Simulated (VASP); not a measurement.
TaN:

```xyz
2
Lattice="0.0000 2.2101 2.2101 2.2101 0.0000 2.2101 2.2101 2.2101 0.0000" Properties=species:S:1:pos:R:3 pbc="T T T"
Ta    2.2149    2.2101    2.2101
N    -0.0620    0.0000    0.0000
```

Base run:

- Program: VASP 6.6.1
- Functional: LDA
- Potentials or basis: VASP PAW LDA potentials, release 64 (Ta_pv, N)
- Cutoff: 520 eV
- k mesh: 18 × 18 × 18
- Occupations: gaussian, width 0.15 eV
- Spin: no spin polarisation

Its results: band gap on the k mesh zero (band 8 reaches 11.03 eV, above the bottom of band 9 at 7.27 eV); pressure -14.2 GPa; largest force 0.440 eV/Å.

**Question.** The run is repeated on the same cell with these changes: potentials or basis from VASP PAW LDA potentials, release 64 (Ta_pv, N) to VASP PAW LDA potentials, release 64 (Ta_sv_GW, N); cutoff from 520 eV to 600 eV; further incar settings from ALGO = Normal; EDIFF = 1e-07; NBANDS = 15 to ALGO = Normal; EDIFF = 1e-06; NBANDS = 16; valence electrons from 16 to 18. What comes out?

**Answer.** Band gap on the k mesh zero (band 9 reaches 15.06 eV, above the bottom of band 10 at 11.30 eV); pressure -15.0 GPa; largest force 0.441 eV/Å.

Caveats: spin-orbit coupling is left out, which moves the levels of the heavy elements.
